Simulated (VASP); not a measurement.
Set up this calculation in VASP 6.6.1, as the native input.

```
Task                   : dielectric tensor
Functional             : LDA
Potentials or basis    : VASP PAW LDA potentials, release 64 (Mg, O)
Cutoff                 : 520 eV
k mesh                 : 12 × 12 × 4
Occupations            : gaussian, width 0.01 eV
Spin                   : no spin polarisation
Dipole correction      : no
Further INCAR settings : ALGO = Normal; EDIFF = 1e-08
```

The structure of MgO lies in POSCAR:

```
MgO
1.0
    3.3077870000      0.0000000000      0.0000000000
   -1.6538935000      2.8646275723      0.0000000000
    0.0000000000      0.0000000000      4.9828820000
Mg O
2 2
Direct
    0.3333330000      0.6666670000      0.0021600000
    0.6666670000      0.3333330000      0.5021600000
    0.3333330000      0.6666670000      0.4024400000
    0.6666670000      0.3333330000      0.9024400000
```

One way to write it, as run:

INCAR

```
SYSTEM = MgO
PREC = Accurate
ENCUT = 520
EDIFF = 1E-8
ISMEAR = 0
SIGMA = 0.01
LREAL = .FALSE.
LASPH = .TRUE.
NELM = 60
ALGO = Normal
ISIF = 2
LWAVE = .FALSE.
LCHARG = .FALSE.
GGA = CA
LEPSILON = .TRUE.
```

KPOINTS

```
regular mesh
0
G
  12 12 4
  0 0 0
```

Potentials or basis: VASP PAW LDA potentials, release 64 (Mg, O).

Launch:

```sh
$ cat potpaw_LDA.64/Mg/POTCAR potpaw_LDA.64/O/POTCAR > POTCAR
$ mpirun -np 1 vasp_std > vasp.out
```

Results of the run:

The band gap on the k mesh is 3.36 eV, direct. The electronic dielectric tensor (diagonal) is 2.95, 2.95, 3.08 and the born charges (mean of the diagonal) is Mg +1.83; O -1.83 e.

It took 5.8 min on 1 thread of Intel(R) Xeon(R) Platinum 8259CL CPU @ 2.50GHz (Skylake/Cascade Lake), with other jobs on the host, peak memory 0.36 GiB.
